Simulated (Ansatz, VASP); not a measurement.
# One calculation of Rb, two programs

```
CELL_PARAMETERS angstrom
4.14383 0.00000 0.00000
0.00000 4.14383 0.00000
0.00000 0.00000 4.14383
ATOMIC_POSITIONS crystal
Rb 0.00000 0.00000 0.00000
```

Change from the starting cell: volume scaled by 0.85, PAW files.

Alike in both runs: task single point; functional LDA; k mesh 10 × 10 × 10; occupations fermi-dirac, width 0.05 eV; no spin polarisation.

```csv
,VASP,Ansatz
version,VASP 6.6.1,Ansatz 0.2.0
potentials or method,"VASP PAW LDA potentials, release 64 (Rb_sv)","PAW with Ansatz's default frozen-core files, scalar-relativistic"
plane-wave cutoff (eV),520,420
valence electrons in the cell,9,9
```

```tsv
	VASP	Ansatz	Ansatz less VASP
pressure (GPa)	0.7	0.7	0.00
```

LDA's correlation is that of Perdew and Zunger in VASP and of Perdew and Wang (1992) in Ansatz.
